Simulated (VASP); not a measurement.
A run of VASP 6.6.1:

File INCAR:

```
SYSTEM = Ta16C
PREC = Accurate
ENCUT = 520
EDIFF = 1E-7
ISMEAR = 0
SIGMA = 0.1
LREAL = .False.
LASPH = .True.
NELM = 120
ALGO = Normal
ISIF = 2
LWAVE = .False.
LCHARG = .False.
LDIPOL = .True.
IDIPOL = 3
DIPOL = 0.5 0.5 0.326
GGA = PE
IBRION = 2
NSW = 36
EDIFFG = -0.025
GGA_COMPAT = .False.
NELMIN = 4
NELMDL = -8
KPAR = 4
```

KPOINTS

```
Automatic mesh
0
Gamma
  4 4 1
  0 0 0
```

File POSCAR:

```
Ta16C
1.0
    6.6379342679      0.0000000000      0.0000000000
    0.0000000000      6.6379342679      0.0000000000
    0.0000000000      0.0000000000     20.2996559574
Ta C
16 1
Selective dynamics
Direct
    0.2500000000      0.2500000000      0.1970476745  F F F
    0.2500000000      0.7500000000      0.1970476745  F F F
    0.7500000000      0.2500000000      0.1970476745  F F F
    0.7500000000      0.7500000000      0.1970476745  F F F
    0.0000000000      0.0000000000      0.2787970190  F F F
    0.0000000000      0.5000000000      0.2787970190  F F F
    0.5000000000      0.0000000000      0.2787970190  F F F
    0.5000000000      0.5000000000      0.2787970190  F F F
    0.2500000000      0.2500000000      0.3599139064  F F F
    0.2500000000      0.7500000000      0.3599139064  F F F
    0.7500000000      0.2500000000      0.3599139064  F F F
    0.7500000000      0.7500000000      0.3599139064  F F F
    0.0000000000      0.0000000000      0.4334879357  F F F
    0.0000000000      0.5000000000      0.4334879357  F F F
    0.5000000000      0.0000000000      0.4334879357  F F F
    0.5000000000      0.5000000000      0.4334879357  F F F
    0.2500000000      0.2500000000      0.4571336567  F F T
```

Potentials or basis: VASP PAW PBE potentials, release 64 (Ta_pv, C).

Run with:

```bash
$ cat potpaw_PBE.64/Ta_pv/POTCAR potpaw_PBE.64/C/POTCAR > POTCAR
$ mpirun -np 4 vasp_std > vasp.out
```

Hardware: 4 MPI ranks on Intel(R) Xeon(R) 6975P-C (Granite Rapids), with other jobs on the host.

**Question.** How long does it take, and how much memory?

**Answer.** Run time: 25 min on 4 MPI ranks on Intel(R) Xeon(R) 6975P-C (Granite Rapids), on a shared host, peak memory 1.1 GiB a rank. Counts: scf iterations 83, k points 6, ion steps 3.
